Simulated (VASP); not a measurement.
A run of VASP 6.6.1 is set up as follows.

File INCAR:

```
PREC = Accurate ; ENCUT = 600
EDIFF = 1E-6 ; ISMEAR = 0
SIGMA = 0.1 ; LREAL = False
LASPH = True ; NELM = 100
ALGO = Normal ; ISIF = 3
LWAVE = False ; LCHARG = False
GGA = PE ; IBRION = 2
NSW = 90 ; EDIFFG = -0.04
```

KPOINTS

```
regular mesh
0
Gamma
  4 4 4
```

POSCAR

```
MgZn5O6
1.0
    2.2929651700     -6.8788955000      0.0000000000
    2.2929651700      6.8788955000      0.0000000000
    0.0000000000      0.0000000000      4.5859303400
Mg Zn O
1 5 6
Direct
    0.0000000000      0.0000000000      0.0000000000
    0.6666666700      0.3333333300      0.0000000000
    0.3333333300      0.6666666700      0.0000000000
    0.1666666700      0.8333333300      0.5000000000
    0.5000000000      0.5000000000      0.5000000000
    0.8333333300      0.1666666700      0.5000000000
    0.0000000000      0.0000000000      0.5000000000
    0.3333333300      0.6666666700      0.5000000000
    0.6666666700      0.3333333300      0.5000000000
    0.5000000000      0.5000000000      0.0000000000
    0.8333333300      0.1666666700      0.0000000000
    0.1666666700      0.8333333300      0.0000000000
```

Potentials or basis: VASP PAW PBE potentials, release 64 (Mg, Zn, O).

Launch:

```bash
$ cat potpaw_PBE.64/Mg/POTCAR potpaw_PBE.64/Zn/POTCAR potpaw_PBE.64/O/POTCAR > POTCAR
$ mpirun -np 1 vasp_std > vasp.out
```

(1) Estimate the relaxed volume.

(2) Predict the relaxed cell.

(3) Estimate the space group after relaxing (to 0.05 Å).

Results:

(1) 10.07 Å³/atom.

(2) a = 6.827 Å, b = 6.827 Å, c = 4.319 Å, α = 90.00°, β = 90.00°, γ = 143.12°.

(3) Cmmm (No. 65).

Caveat: the volume moved by over 15 % at a fixed basis, so the end points are rough.
